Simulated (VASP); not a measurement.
Set up this calculation in VASP 6.6.1, as the native input.

* Task: electric field gradients
* Functional: LDA
* Potentials or basis: VASP PAW LDA potentials, release 64 (Ag, Cl)
* Cutoff: 520 eV
* k mesh: 8 × 8 × 8
* Occupations: fermi-dirac, width 0.02 eV
* Spin: no spin polarisation
* Dipole correction: no
* Further INCAR settings: ALGO = Normal; EDIFF = 1e-08; NBANDS = 16

The structure of AgCl lies in POSCAR:

```
AgCl
1.0
    0.0000000000      2.7731500000      2.8286130000
    2.7731500000      0.0000000000      2.8286130000
    2.7731500000      2.7731500000      0.0000000000
Ag Cl
1 1
Direct
    0.5000000000      0.5000000000      0.5000000000
    0.0000000000      0.0000000000      0.0000000000
```

This cell differs from its parent crystal: zz strain of +2 %.

One way to write it, as run:

INCAR

```
SYSTEM = AgCl
PREC     = Accurate       ! precision mode
ENCUT    = 520            ! plane-wave cutoff, eV
EDIFF    = 1E-8           ! SCF threshold, eV
ISMEAR   = -1             ! smearing method
SIGMA    = 0.02           ! smearing width, eV
LREAL    = .False.        ! projectors in reciprocal space
LASPH    = .True.         ! aspherical terms in the spheres
NELM     = 100            ! most SCF steps
ALGO     = Normal         ! electronic algorithm
ISIF     = 2              ! what is computed and relaxed
LWAVE    = .False.        ! write WAVECAR
LCHARG   = .False.        ! write CHGCAR
GGA      = CA             ! functional
LEFG     = .True.       
NBANDS   = 16             ! bands
```

KPOINTS

```
regular mesh
0
Gamma
  8 8 8
  0 0 0
```

Potentials or basis: VASP PAW LDA potentials, release 64 (Ag, Cl).

Run with:

```bash
$ cat potpaw_LDA.64/Ag/POTCAR potpaw_LDA.64/Cl/POTCAR > POTCAR
$ mpirun -np 1 vasp_std > vasp.out
```

Results of the run:

The pressure is -6.3 GPa and the band gap on the k mesh is 0.59 eV (least direct gap 2.83 eV). The largest electric field gradient by atom is Ag +11.1; Cl -10.1 V/Å².

Caveat: the cell differs from its parent crystal (zz strain of +2 %); the cell stands under tension; without QUAD_EFG the Cq values of the log hold for a quadrupole moment of 1 mb, not for the nuclei.

Wall time 62 s on 1 thread of Intel Xeon 8259CL, on a shared host, peak memory 0.17 GiB.
